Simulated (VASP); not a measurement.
Wanted: the native input for a VASP 6.6.1 run.

| Quantity | Value |
| --- | --- |
| Task | relaxation of cell and atoms |
| Functional | PBEsol |
| Dispersion | D4 |
| Potentials or basis | VASP PAW PBE potentials, release 64 (Ta_pv, Si) |
| Cutoff | 600 eV |
| k mesh | 7 × 7 × 4 |
| Occupations | fermi-dirac, width 0.05 eV |
| Spin | no spin polarisation |
| Dipole correction | no |
| Further INCAR settings | ALGO = Normal; EDIFF = 1e-06; IBRION = 2; EDIFFG = -0.01; NSW = 60; ISIF = 3 |

The structure of TaSi2 lies in POSCAR:

```
TaSi2
1.0
    4.7839000000      0.0000000000      0.0000000000
   -2.3919500000      4.1429789292      0.0000000000
    0.0000000000      0.0000000000      6.5700000000
Ta Si
3 6
Direct
    0.0000000000      0.5000000000      0.3333333333
    0.5000000000      0.5000000000      0.6666666667
    0.5000000000      0.0000000000      0.0000000000
    0.3179400000      0.1589700000      0.3333333333
    0.1589700000      0.8410300000      0.6666666667
    0.8410300000      0.6820600000      0.0000000000
    0.6820600000      0.8410300000      0.3333333333
    0.8410300000      0.1589700000      0.6666666667
    0.1589700000      0.3179400000      0.0000000000
```

The input as run:

INCAR

```
PREC = Accurate
ENCUT = 600
EDIFF = 1E-6
ISMEAR = -1
SIGMA = 0.05
LREAL = False
LASPH = True
NELM = 80
ALGO = Normal
ISIF = 3
LWAVE = False
LCHARG = False
GGA = PS
IVDW = 13
IBRION = 2
NSW = 60
EDIFFG = -0.01
```

KPOINTS

```
regular mesh
0
Gamma
  7 7 4
```

Potentials or basis: VASP PAW PBE potentials, release 64 (Ta_pv, Si).

Launch:

```console
$ cat potpaw_PBE.64/Ta_pv/POTCAR potpaw_PBE.64/Si/POTCAR > POTCAR
$ mpirun -np 1 vasp_std > vasp.out
```

It gave:

The relaxed volume is 14.13 Å³/atom, the relaxed cell is a = 4.736 Å, b = 4.736 Å, c = 6.546 Å, α = 90.00°, β = 90.00°, γ = 120.00° and the space group after relaxing (to 0.1 Å) is P6_422 (No. 181). The energy gained by relaxing is 5.2 meV/atom, the ionic steps are 11 and the pressure after relaxing is 0.0 GPa. The band gap on the k mesh is zero (an odd number of electrons rules out a gap without spin polarisation) and the dispersion energy per atom is -0.249 eV.

Caveat: the PAW data sets were made with another functional, which shifts forces and pressure a little; spin-orbit coupling is left out, which moves the levels of the heavy elements.

Run time: 21 min on 1 thread of Intel Xeon 8259CL, with other jobs on the host, peak memory 0.36 GiB.
